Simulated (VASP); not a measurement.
PbS, 4 atoms in the cell. It takes space group P6_3/mmc (No. 194, hexagonal). The conventional cell has a = 4.122 Å, b = 4.122 Å, c = 7.359 Å, α = 90.00°, β = 90.00°, γ = 120.00°. Pb (site symmetry -6m2) has 6 S at 3.01 Å within 4.0 Å. S (site symmetry -3m) has 6 Pb at 3.01 Å and 2 S at 3.68 Å within 4.0 Å. 

| Property | Result |
| --- | --- |
| Program | VASP 6.6.1 |
| Task | single point |
| Functional | PBE |
| Potentials or basis | VASP PAW PBE potentials, release 64 (Pb_d, S) |
| Cutoff | 520 eV |
| k mesh | 6 × 6 × 4 |
| Occupations | gaussian, width 0.1 eV |
| Spin | no spin polarisation |
| Dipole correction | no |
| Further INCAR settings | ALGO = Normal; EDIFF = 1e-06; NBANDS = 28 |

Potentials or basis: VASP PAW PBE potentials, release 64 (Pb_d, S).

Run with:

```bash
$ cat potpaw_PBE.64/Pb_d/POTCAR potpaw_PBE.64/S/POTCAR > POTCAR
$ mpirun -np 1 vasp_std > vasp.out
```

Hardware: 1 thread of Intel Xeon 6975P-C, with other jobs on the host.

Problem. Estimate the wall time of this run.

Solution. Run time: 53 s on 1 thread of Intel Xeon 6975P-C (shared host), peak memory 0.25 GiB. Counts: scf iterations 14, k points 21.
